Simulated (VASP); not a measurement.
Here is a VASP 6.6.1 calculation.

INCAR

```
SYSTEM = Pt
  PREC = Accurate
  ENCUT = 520
  EDIFF = 1E-7
  ISMEAR = 0
  SIGMA = 0.15
  LREAL = .False.
  LASPH = .True.
  NELM = 80
  ALGO = Fast
  ISIF = 2
  LWAVE = .False.
  LCHARG = .False.
  GGA = PE
  NBANDS = 39
```

Contents of KPOINTS:

```
regular mesh
0
Gamma
  19 19 4
  0 0 0
```

POSCAR

```
Pt
1.0
    1.9579000000     -1.9579000000      0.0000000000
    1.9579000000      0.0000000000     -1.9579000000
    9.5636508076      9.5636508076      9.5636508076
Pt
6
Direct
    0.6666666667      0.6666666667      0.0682273767
    0.0000000000      0.0000000000      0.7506376262
    0.3333333333      0.3333333333      0.2047094266
    0.6666666667      0.6666666667      0.4776735264
    0.0000000000      0.0000000000      0.3411914765
    0.3333333333      0.3333333333      0.6141555763
```

Potentials or basis: VASP PAW PBE potentials, release 64 (Pt).

Launch:

```console
$ cat potpaw_PBE.64/Pt/POTCAR > POTCAR
$ mpirun -np 1 vasp_std > vasp.out
```

Question: Estimate the pressure.

Answer: 3.8 GPa.

Question: Predict the largest force.

Answer: 0.590 eV/Å.

Question: Estimate the band gap on the k mesh.

Answer: Zero (bands 30 and 31 overlap by 1.59 eV).

Stress tensor (GPa, compression positive):
```
3.81 1.69 1.69
1.69 3.81 1.69
1.69 1.69 3.81
```

Caveat: the cell differs from its parent crystal (the distance across one plane changed); the cell stands under pressure; spin-orbit coupling is left out, which moves the levels of the heavy elements.
